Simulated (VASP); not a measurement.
**SiO2: single point with LDA**

The system is SiO2.

```
Si O
1.0
     5.29947    0.00000    0.00000
     0.00000    7.69136    0.00000
     0.00000    0.00000    8.12443
Si O
6 12
Direct
  0.25000 0.20272 0.10857
  0.75000 0.79728 0.89143
  0.75000 0.20272 0.89143
  0.25000 0.79728 0.10857
  0.25000 0.50000 0.38452
  0.75000 0.50000 0.61548
  0.00000 0.24109 0.00000
  0.50000 0.75891 0.00000
  0.00000 0.75891 0.00000
  0.50000 0.24109 0.00000
  0.25000 0.00000 0.16461
  0.75000 0.00000 0.83539
  0.25000 0.32809 0.26832
  0.75000 0.67191 0.73168
  0.75000 0.32809 0.73168
  0.25000 0.67191 0.26832
  0.50000 0.50000 0.50000
  0.00000 0.50000 0.50000
```

| Item | Value |
| --- | --- |
| Program | VASP 6.6.1 |
| Task | single point |
| Functional | LDA |
| Potentials or basis | VASP PAW LDA potentials, release 64 (Si, O) |
| Cutoff | 520 eV |
| k mesh | 4 × 4 × 4 |
| Occupations | gaussian, width 0.02 eV |
| Spin | no spin polarisation |

```yaml
Pressure: -4.7 GPa
Largest_force: 0.048 eV/Å
Band_gap_on_the_k_mesh: 5.31 eV
```

Forces on the atoms (eV/Å):
```
Si   0.000  0.037  0.032
Si   0.000 -0.037 -0.032
Si   0.000  0.037 -0.032
Si   0.000 -0.037  0.032
Si   0.000  0.000  0.028
Si   0.000  0.000 -0.028
O    0.000  0.004  0.000
O    0.000 -0.004  0.000
O    0.000 -0.004  0.000
O    0.000  0.004  0.000
O    0.000  0.000  0.014
O    0.000  0.000 -0.014
O    0.000 -0.007  0.006
O    0.000  0.007 -0.006
O    0.000 -0.007 -0.006
O    0.000  0.007  0.006
O    0.000  0.000  0.000
O    0.000  0.000  0.000
```

Stress tensor (GPa, compression positive):
```
-4.74  0.00  0.00
 0.00 -4.63  0.00
 0.00  0.00 -4.75
```

Levels at points of the mesh, in eV from the valence-band top:
| k point | band 44 | band 45 | band 46 | band 47 | band 48 | band 49 | band 50 | band 51 | band 52 | band 53 |
| --- | --- | --- | --- | --- | --- | --- | --- | --- | --- | --- |
| (0.00, 0.00, 0.00) | -0.56 | -0.54 | -0.32 | -0.29 | 0.00 | 5.31 | 7.71 | 7.82 | 8.15 | 8.16 |
| (0.50, 0.00, 0.00) | -1.03 | -0.51 | -0.51 | -0.45 | -0.45 | 7.11 | 7.11 | 8.48 | 8.48 | 8.60 |
| (0.00, 0.50, 0.00) | -0.68 | -0.22 | -0.18 | -0.05 | -0.02 | 6.18 | 6.31 | 8.01 | 8.24 | 8.42 |
| (0.50, 0.50, 0.00) | -0.98 | -0.63 | -0.63 | -0.19 | -0.19 | 7.68 | 7.68 | 7.70 | 7.70 | 8.91 |
| (0.00, 0.00, 0.50) | -0.67 | -0.53 | -0.31 | -0.05 | -0.04 | 5.97 | 6.37 | 8.02 | 8.06 | 8.38 |
| (0.50, 0.00, 0.50) | -0.95 | -0.63 | -0.63 | -0.45 | -0.45 | 7.33 | 7.33 | 7.86 | 7.86 | 8.59 |
| (0.00, 0.50, 0.50) | -0.46 | -0.30 | -0.28 | -0.18 | -0.01 | 6.60 | 6.75 | 7.03 | 7.32 | 8.30 |
| (0.50, 0.50, 0.50) | -0.91 | -0.91 | -0.91 | -0.11 | -0.11 | 7.82 | 7.82 | 8.11 | 8.11 | 8.34 |

Wall time 7.9 min on 1 thread of AMD EPYC 9R45 96-Core Processor (Zen 5) (shared host), peak memory 0.47 GiB.

Caveat: the cell stands under tension. A k mesh can miss the band edges.
